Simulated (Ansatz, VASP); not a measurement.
# One calculation of YSe, two programs

```xyz
2
Lattice="0.0000 2.8215 2.8215 2.8215 0.0000 2.8215 2.8215 2.8215 0.0000" Properties=species:S:1:pos:R:3 pbc="T T T"
Y     2.8215    2.8215    2.8215
Se    0.0000    0.0000    0.0000
```

Alike in both runs: functional LDA; k mesh 14 × 14 × 14; occupations fermi-dirac, width 0.1 eV; no spin polarisation.

Ansatz relaxed the structure, and its values are those at the end. VASP's run is a single point on that final structure, the one shown.

```csv
,VASP,Ansatz
version,VASP 6.6.1,Ansatz 0.2.0
potentials or method,"VASP PAW LDA potentials, release 64 (Y_sv, Se)","PAW with Ansatz's default frozen-core files, scalar-relativistic"
plane-wave cutoff (eV),520,420
valence electrons in the cell,17,27
```

VASP gave:

| Property | Result |
| --- | --- |
| pressure (GPa) | 0.2 |

Problem. Estimate Ansatz's values.

Solution. Pressure (GPa): 0.0.

LDA's correlation is that of Perdew and Zunger in VASP and of Perdew and Wang (1992) in Ansatz. VASP's potentials hold 17 valence electrons a cell and Ansatz's 27, so a difference there can come from the potentials and not from the codes.
